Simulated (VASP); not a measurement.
The system is SrO.

```
CELL_PARAMETERS angstrom
0.00000 2.58330 2.58330
2.58330 0.00000 2.58330
2.58330 2.58330 0.00000
ATOMIC_POSITIONS crystal
Sr 0.50000 0.50000 0.50000
O 0.00000 0.00000 0.00000
```

Base run:

| Item | Value |
| --- | --- |
| Program | VASP 6.6.1 |
| Functional | revPBE |
| Dispersion | D3(BJ) |
| Potentials or basis | VASP PAW PBE potentials, release 64 (Sr_sv, O) |
| Cutoff | 520 eV |
| k mesh | 9 × 9 × 9 |
| Occupations | fermi-dirac, width 0.05 eV |
| Spin | no spin polarisation |

Its results: band gap on the k mesh 3.42 eV, indirect (least direct gap 3.52 eV); pressure 0.0 GPa.

The run is repeated on the same cell with these changes: functional from revPBE to BLYP; dispersion from D3(BJ) to D4. What comes out?

Band gap on the k mesh 3.46 eV, indirect (least direct gap 3.56 eV); pressure 1.6 GPa.

Several settings changed at once, so the effect can't be laid on one alone.

Caveats: the PAW data sets were made with another functional, which shifts forces and pressure a little.

A k mesh can miss the band edges.
